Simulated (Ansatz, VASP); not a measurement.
**InSb3 in VASP and in Ansatz**

```
In Sb
1.0
     0.00000    3.79455    3.79455
     3.79455    0.00000    3.79455
     3.79455    3.79455    0.00000
In Sb
1 3
Direct
  0.00000 0.00000 0.00000
  0.25000 0.25000 0.25000
  0.75000 0.75000 0.75000
  0.50000 0.50000 0.50000
```

Alike in both runs: task single point; functional PBEsol; k mesh 4 × 4 × 4; occupations gaussian, width 0.1 eV; no spin polarisation.

|  | VASP | Ansatz |
| --- | --- | --- |
| version | VASP 6.6.1 | Ansatz 0.2.0 |
| potentials or method | VASP PAW PBE potentials, release 64 (In_d, Sb), cutoff 520 eV | scalar-relativistic, plane waves, PAW |
| valence electrons in the cell | 28 | 58 |

VASP gave:

```
gap on the k mesh at the Fermi level (eV) : none
pressure (GPa)                            : -4.3
```

Which values does Ansatz return?

gap on the k mesh at the Fermi level (eV): none; pressure (GPa): -4.2.

VASP's potentials were made for PBE, not for PBEsol. A gap of «none» marks a metal or a gap that the smearing closes. VASP's potentials hold 28 valence electrons a cell and Ansatz's 58, so a difference there can come from the potentials and not from the codes.

Spin-orbit coupling is off throughout.
